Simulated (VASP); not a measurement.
# SnO (P4/nmm) in VASP: single point with LDA

Aim: the single point of SnO with LDA.

Everything below comes from runs of VASP 6.6.1. Logs are shortened: lines on timing, memory, paths and dates and some standing lists are left out, and cuts for length are marked.

### Step 1. The cell of the first run

It takes space group P4/nmm (No. 129, tetragonal). The conventional cell has a = 3.767 Å, b = 3.767 Å, c = 4.660 Å, α = 90.00°, β = 90.00°, γ = 90.00°. Within 2.9 Å of Sn (site symmetry 4mm) lie 4 O at 2.20 Å. Within 2.9 Å of O (site symmetry -4m2) lie 4 Sn at 2.20 Å and 4 O at 2.66 Å.

### Step 2. Single point, LDA

File INCAR:

```
ALGO     = Normal         # electronic algorithm
EDIFF    = 1E-6           # SCF threshold, eV
ENCUT    = 520            # plane-wave cutoff, eV
ISIF     = 2              # what is computed and relaxed
ISMEAR   = 0              # smearing method
LASPH    = True           # aspherical terms in the spheres
LCHARG   = False          # write CHGCAR
LREAL    = False          # projectors in reciprocal space
LWAVE    = False          # write WAVECAR
NBANDS   = 28             # bands
NELM     = 100            # most SCF steps
PREC     = Accurate       # precision mode
SIGMA    = 0.1            # smearing width, eV
```

File KPOINTS:

```
k-points
0
Gamma
  12 12 10
```

File POSCAR:

```
SnO
1.0
    3.7671672215      0.0000000000      0.0000000000
    0.0000000000      3.7671672215      0.0000000000
    0.0000000000      0.0000000000      4.6603836130
Sn O
2 2
Direct
    0.5000000000      0.0000000000      0.2455673989
    0.0000000000      0.5000000000      0.7544326011
    0.0000000000      0.0000000000      0.0000000000
    0.5000000000      0.5000000000      0.0000000000
```

Potentials or basis: VASP PAW LDA potentials, release 64 (Sn_d, O).

Started as:

```sh
$ cat potpaw_LDA.64/Sn_d/POTCAR potpaw_LDA.64/O/POTCAR > POTCAR
$ mpirun -np 1 vasp_std > vasp.out
```

OUTCAR:

```text
EDIFF = 1E-6
   ENCUT = 520
   ISIF = 2
   ISMEAR = 0
   LASPH = True
   LREAL = False
   NELM = 100
   PREC = Accurate

 ion  position               nearest neighbor table
   1  0.500  0.000  0.246-   3 2.20   4 2.20   4 2.20   3 2.20   2 3.51   2 3.51   2 3.51   2 3.51
                             2 3.57   2 3.57   2 3.57   2 3.57
   2  0.000  0.500  0.754-   3 2.20   4 2.20   3 2.20   4 2.20   1 3.51   1 3.51   1 3.51   1 3.51
                             1 3.57   1 3.57   1 3.57   1 3.57
   3  0.000  0.000  0.000-   1 2.20   2 2.20   2 2.20   1 2.20
   4  0.500  0.500  0.000-   1 2.20   2 2.20   1 2.20   2 2.20

  LATTYP: Found a simple tetragonal cell.
 ALAT       =     3.7671672215
 C/A-ratio  =     1.2371055860

  Lattice vectors:

 A1 = (   3.7671672215,   0.0000000000,   0.0000000000)
 A2 = (   0.0000000000,   3.7671672215,   0.0000000000)
 A3 = (   0.0000000000,   0.0000000000,   4.6603836130)

Analysis of symmetry for initial positions (statically):
=====================================================================
 Subroutine PRICEL returns:
 Original cell was already a primitive cell.

 Routine SETGRP: Setting up the symmetry group for a
 simple tetragonal supercell.

 Subroutine GETGRP returns: Found 16 space group operations
 (whereof  8 operations were pure point group operations)
 out of a pool of 16 trial point group operations.

The static configuration has the point symmetry D_2d.
 The point group associated with its full space group is D_4h.

Analysis of symmetry for dynamics (positions and initial velocities):
=====================================================================
 Subroutine PRICEL returns:
 Original cell was already a primitive cell.

 Routine SETGRP: Setting up the symmetry group for a
 simple tetragonal supercell.

 Subroutine GETGRP returns: Found 16 space group operations
 (whereof  8 operations were pure point group operations)
 out of a pool of 16 trial point group operations.

The dynamic configuration has the point symmetry D_2d.
 The point group associated with its full space group is D_4h.

 Subroutine INISYM returns: Found 16 space group operations
 (whereof  8 operations are pure point group operations),
 and found     1 'primitive' translations

----------------------------------------------------------------------------------------

                                     Primitive cell

  volume of cell :      66.1381

  direct lattice vectors                    reciprocal lattice vectors
     3.767167221  0.000000000  0.000000000     0.265451450  0.000000000  0.000000000
     0.000000000  3.767167221  0.000000000     0.000000000  0.265451450  0.000000000
     0.000000000  0.000000000  4.660383613     0.000000000  0.000000000  0.214574611

  length of vectors
     3.767167221  3.767167221  4.660383613     0.265451450  0.265451450  0.214574611

  position of ions in fractional coordinates (direct lattice)
     0.500000000  0.000000000  0.245567399
     0.000000000  0.500000000  0.754432601
     0.000000000  0.000000000  0.000000000
     0.500000000  0.500000000  0.000000000

  ion indices of the primitive-cell ions
   primitive index   ion index
                 1           1
                 2           2
                 3           3
                 4           4

----------------------------------------------------------------------------------------

 KPOINTS: k-points

Automatic generation of k-mesh.
 Grid dimensions read from file:
 generate k-points for:   12   12   10

 Generating k-lattice:

  Cartesian coordinates                     Fractional coordinates (reciprocal lattice)
     0.022120954  0.000000000  0.000000000     0.083333333  0.000000000  0.000000000
     0.000000000  0.022120954  0.000000000     0.000000000  0.083333333  0.000000000
     0.000000000  0.000000000  0.021457461     0.000000000  0.000000000  0.100000000

  Length of vectors
     0.022120954  0.022120954  0.021457461

  Shift w.r.t. Gamma in fractional coordinates (k-lattice)
     0.000000000  0.000000000  0.000000000

 Subroutine IBZKPT returns following result:
 ===========================================

 Found    168 irreducible k-points:

 Following reciprocal coordinates:
            Coordinates               Weight
  0.000000  0.000000  0.000000      1.000000
  0.083333  0.000000  0.000000      4.000000
  0.166667  0.000000  0.000000      4.000000
  0.250000  0.000000  0.000000      4.000000
  0.333333  0.000000  0.000000      4.000000
  0.416667  0.000000  0.000000      4.000000
[... 16 lines left out ...]
  0.333333  0.333333  0.000000      4.000000
  0.416667  0.333333  0.000000      8.000000
 [... further k-points ...]
   k-points           NKPTS =    168   k-points in BZ     NKDIM =    168   number of bands    NBANDS=     28
   number of dos      NEDOS =    301   number of ions     NIONS =      4
   total plane-waves  NPLWV =  28224
   dimension x,y,z NGX =    28 NGY =   28 NGZ =   36
   dimension x,y,z NGXF=    56 NGYF=   56 NGZF=   72
   ions per type =               2   2
   NGX,Y,Z   is equivalent  to a cutoff of  12.36, 12.36, 12.84 a.u.
   NGXF,Y,Z  is equivalent  to a cutoff of  24.71, 24.71, 25.68 a.u.
 SYSTEM =  unknown system
   PREC   = accura    normal or accurate (medium, high low for compatibility)
   ISTART =      0    job   : 0-new  1-cont  2-samecut
   ICHARG =      2    charge: 1-file 2-atom 10-const
   ISPIN  =      1    spin polarized calculation?
   LNONCOLLINEAR =      F non collinear calculations
   LSORBIT =      F    spin-orbit coupling
   LASPH  =      T    aspherical Exc in radial PAW
   ENCUT  =  520.0 eV  38.22 Ry    6.18 a.u.   7.00  7.00  8.67*2*pi/ulx,y,z
   NELM   =    100;   NELMIN=  2; NELMDL= -5     # of ELM steps
   EDIFF  = 0.1E-05   stopping-criterion for ELM
   LREAL  =      F    real-space projection
   EDIFFG = 0.1E-04   stopping-criterion for IOM
   NSW    =      0    number of steps for IOM
   IBRION =     -1    ionic relax: 0-MD 1-quasi-New 2-CG
   NFREE  =      0    steps in history (QN), initial steepest desc. (CG)
   ISIF   =      2    stress and relaxation
   ISYM   =      2    0-nonsym 1-usesym 2-fastsym
   POTIM  = 0.5000    time-step for ionic-motion
   TEBEG  =    0.0;   TEEND  =   0.0 temperature during run
   PSTRESS=    0.0 pullay stress
   NELECT =      40.0000    total number of electrons
   NUPDOWN=      -1.0000    fix difference up-down
   EMIN   =  10.00;   EMAX   =-10.00  energy-range for DOS
   EFERMI =   0.00;   METHOD = LEGACY
   ISMEAR =     0;   SIGMA  =   0.10  broadening in eV -4-tet -1-fermi 0-gaus
   EFERMI_NEDOS =   21; number of points for ismear=-14 and -15
   IALGO  =     38    algorithm
   IMIX   =      4    mixing-type and parameters
     AMIX     =   0.40;   BMIX     =  1.00
     AMIX_MAG =   1.60;   BMIX_MAG =  1.00
  volume/ion in A,a.u.               =      16.53       111.58
  Fermi-wavevector in a.u.,A,eV,Ry     =   1.384451  2.616234 26.078359  1.916705
  Thomas-Fermi vector in A             =   2.508954
   LORBIT       =      0    0 simple, 1 ext, 2 COOP (PROOUT), +10 PAW based schemes
   GGA     = CA    functional components
   LHFCALC =     F    Hartree Fock is set to
   AEXX    =    0.0000 exact exchange contribution
   IVDW    =     0    specifies the selected vdW correction
   LEPSILON=     F    determine dielectric tensor
   LRPA    =     F    only Hartree local field effects (RPA)
 non-spin polarized calculation
 Gauss-broadening in eV      SIGMA  =   0.10
  energy-cutoff  :      520.00
  volume of cell :       66.14
 maximum number of plane-waves:      1806
   NGX = 15   NGY = 15   NGZ = 17

 number of electron      40.0000013 magnetization

 Free energy of the ion-electron system (eV)
  ---------------------------------------------------
  ext. energy  EPLUGINS =         0.00000000
  ---------------------------------------------------
  free energy    TOTEN  =       -25.73143828 eV

  energy without entropy =      -25.73034124  energy(sigma->0) =      -25.73088976

 E-fermi :   7.6385     XC(G=0): -10.9837

 val. band max:        7.6153172961   @ k =   0.0833   0.0833   0.0000
 cond. band min:       7.7231819209   @ k =   0.4167   0.4167   0.0000
 fundamental gap:      0.1078646248
 Fermi energy:         7.6384643039

 k-point     1 :       0.0000    0.0000    0.0000
  band No.  band energies     occupation
      1     -14.4322      2.00000
      2     -13.9613      2.00000
      3     -13.9613      2.00000
      4     -13.9433      2.00000
      5     -13.8980      2.00000
      6     -13.8927      2.00000
[... 20 lines left out ...]
     27      14.2639      0.00000
     28      14.5858      0.00000

 k-point     2 :       0.0833    0.0000    0.0000
  band No.  band energies     occupation
      1     -14.4280      2.00000
      2     -13.9597      2.00000
      3     -13.9588      2.00000
      4     -13.9418      2.00000
      5     -13.8947      2.00000
      6     -13.8931      2.00000
[... 20 lines left out ...]
     27      14.3778      0.00000
     28      15.2011      0.00000

 k-point     3 :       0.1667    0.0000    0.0000
  band No.  band energies     occupation
      1     -14.4160      2.00000
      2     -13.9678      2.00000
      3     -13.9547      2.00000
      4     -13.9516      2.00000
      5     -13.9117      2.00000
      6     -13.8942      2.00000
[... 20 lines left out ...]
     27      14.5112      0.00000
     28      16.5192      0.00000

 k-point     4 :       0.2500    0.0000    0.0000
  band No.  band energies     occupation
      1     -14.3971      2.00000
      2     -14.0586      2.00000
      3     -13.9462      2.00000
      4     -13.9404      2.00000
      5     -13.9094      2.00000
      6     -13.8953      2.00000
[... 578 lines left out ...]
     27      15.6083      0.00000
     28      15.6083      0.00000

 k-point    23 :       0.3333    0.3333    0.0000
  band No.  band energies     occupation
      1     -14.3802      2.00000
      2     -14.2925      2.00000
      3     -13.9213      2.00000
      4     -13.9089      2.00000
      5     -13.9035      2.00000
      6     -13.8902      2.00000
[... 20 lines left out ...]
     27      14.8979      0.00000
     28      16.0779      0.00000

 k-point    24 :       0.4167    0.3333    0.0000
  band No.  band energies     occupation
      1     -14.3759      2.00000
      2     -14.3328      2.00000
      3     -13.9122      2.00000
      4     -13.9091      2.00000
      5     -13.9037      2.00000
      6     -13.8860      2.00000
[... 20 lines left out ...]
     27      15.1401      0.00000
     28      15.7145      0.00000

 [... further k-points ...]

------------------------ aborting loop because EDIFF is reached ----------------------------------------

  FORCE on cell =-STRESS in cart. coord.  units (eV):
  Direction    XX          YY          ZZ          XY          YZ          ZX
  --------------------------------------------------------------------------------------
  -------------------------------------------------------------------------------------
  Total        0.1459782      0.1459782      0.1401660      0.0000000      0.0000000      0.0000000
  in kB        3.5362831      3.5362831      3.3954853      0.0000000      0.0000000      0.0000000
  external PRESSURE =       3.4893505 kB  Pullay stress =       0.0000000 kB

 VOLUME and BASIS-vectors are now :
 -----------------------------------------------------------------------------
  energy-cutoff  :      520.00
  volume of cell :       66.14
      direct lattice vectors                 reciprocal lattice vectors
     3.767167221  0.000000000  0.000000000     0.265451450  0.000000000  0.000000000
     0.000000000  3.767167221  0.000000000     0.000000000  0.265451450  0.000000000
     0.000000000  0.000000000  4.660383613     0.000000000  0.000000000  0.214574611

 POSITION                                       TOTAL-FORCE (eV/Angst)
 -----------------------------------------------------------------------------------
      1.88358      0.00000      1.14444         0.000000      0.000000      0.116303
      0.00000      1.88358      3.51595        -0.000000      0.000000     -0.116303
      0.00000      0.00000      0.00000        -0.000000     -0.000000      0.000000
      1.88358      1.88358      0.00000        -0.000000      0.000000      0.000000
 -----------------------------------------------------------------------------------
    total drift:                                0.000000      0.000000      0.000000

  FREE ENERGIE OF THE ION-ELECTRON SYSTEM (eV)
  ---------------------------------------------------
  free  energy   TOTEN  =       -25.7314382774 eV

  energy  without entropy=      -25.7303412432  energy(sigma->0) =      -25.73088976
```

It took 5 min on 1 thread of Intel Xeon Platinum 8375C at 2.90GHz (Ice Lake), shared host; peak memory 0.34 GiB.

Results:

```
Free energy            : -25.7314 eV
Pressure               : 0.3 GPa
Largest force          : 0.116 eV/Å
Band gap on the k mesh : zero (bands 20 and 21 overlap by 0.21 eV)
```

Forces in eV/Å, atoms in the order of the input:
```
Sn   0.000  0.000  0.116
Sn   0.000  0.000 -0.116
O    0.000  0.000  0.000
O    0.000  0.000  0.000
```

Levels at points of the mesh, in eV from the Fermi level:
```csv
k point,band 17,band 18,band 19,band 20,band 21,band 22,band 23,band 24
"(0.00, 0.00, 0.00)",-3.70,-3.39,-3.39,-0.05,2.23,4.48,4.48,4.57
"(0.50, 0.00, 0.00)",-5.15,-5.15,-2.96,-2.96,3.31,3.31,5.82,5.82
"(0.50, 0.50, 0.00)",-2.69,-2.69,-1.98,-1.98,-0.24,-0.24,4.39,4.39
"(0.00, 0.00, 0.50)",-3.40,-3.40,-2.84,-2.35,1.48,2.60,2.60,3.52
"(0.50, 0.00, 0.50)",-5.09,-5.09,-1.86,-1.86,2.71,2.71,5.22,5.22
"(0.50, 0.50, 0.50)",-2.97,-2.97,-2.70,-2.70,2.20,2.20,4.29,4.29
```

Caveat: semilocal functionals underestimate gaps, and a narrow one can read as zero; spin-orbit coupling is left out, which moves the levels of the heavy elements.

The gap in the log of VASP goes by the Fermi energy; the results here count the filled bands.